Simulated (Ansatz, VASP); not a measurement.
## Two plane-wave programs on Pt

File INCAR:

```
ALGO = Normal
EDIFF = 1E-6
ENCUT = 520
GGA = PE
ISIF = 2
ISMEAR = 0
LASPH = True
LCHARG = False
LREAL = False
LWAVE = False
NBANDS = 17
NELM = 60
PREC = Accurate
SIGMA = 0.15
```

Contents of KPOINTS:

```
k-points
0
Gamma
  18 18 10
```

Contents of POSCAR:

```
Pt
1.0
    2.8964665954      0.0000000000      0.0000000000
   -1.4482332978      2.5084136529      0.0000000000
    0.0000000000      0.0000000000      4.7813829983
Pt
2
Direct
    0.6666666667      0.3333333333      0.7500000000
    0.3333333333      0.6666666667      0.2500000000
```

Input for Ansatz:

```yaml
crystal:
  lattice:
    - [2.8964665954, 0.0, 0.0]
    - [-1.4482332978, 2.5084136529, 0.0]
    - [0.0, 0.0, 4.7813829983]
  atoms:
    - { symbol: Pt, position: [0.6666666667, 0.3333333333, 0.75] }
    - { symbol: Pt, position: [0.3333333333, 0.6666666667, 0.25] }
basis:
  ecutwfc: 420
kpoints:
  mp_grid: { grid: [18, 18, 10] }
hamiltonian:
  xc: pbe
scf:
  occupations: { method: gaussian, width: 0.15 }
output:
  forces: true
  stress: true
  eigenvalues: true
```

Change from the starting cell: normal strain along x +0.0500, normal strain along y +0.0500.

Alike in both runs: task single point; functional PBE; k mesh 18 × 18 × 10; occupations gaussian, width 0.15 eV; no spin polarisation.

|  | VASP | Ansatz |
| --- | --- | --- |
| version | VASP 6.6.1 | Ansatz 0.2.0 |
| potentials or method | VASP PAW PBE potentials, release 64 (Pt), cutoff 520 eV | scalar-relativistic, plane waves, PAW |
| valence electrons in the cell | 20 | 36 |

Ansatz gave:

| Quantity | Value |
| --- | --- |
| gap on the k mesh at the Fermi level (eV) | none |
| pressure (GPa) | -18.2 |
| traceless stress, the component that is largest in VASP (GPa) | 3.60 |

Question: What did VASP give for the same quantities?

Answer: gap on the k mesh at the Fermi level (eV): none; pressure (GPa): -18.5; traceless stress, the component that is largest in VASP (GPa): 3.51.

A gap of «none» marks a metal or a gap that the smearing closes. VASP's potentials hold 20 valence electrons a cell and Ansatz's 36, so a difference there can come from the potentials and not from the codes.

Neither program's run includes spin-orbit coupling.
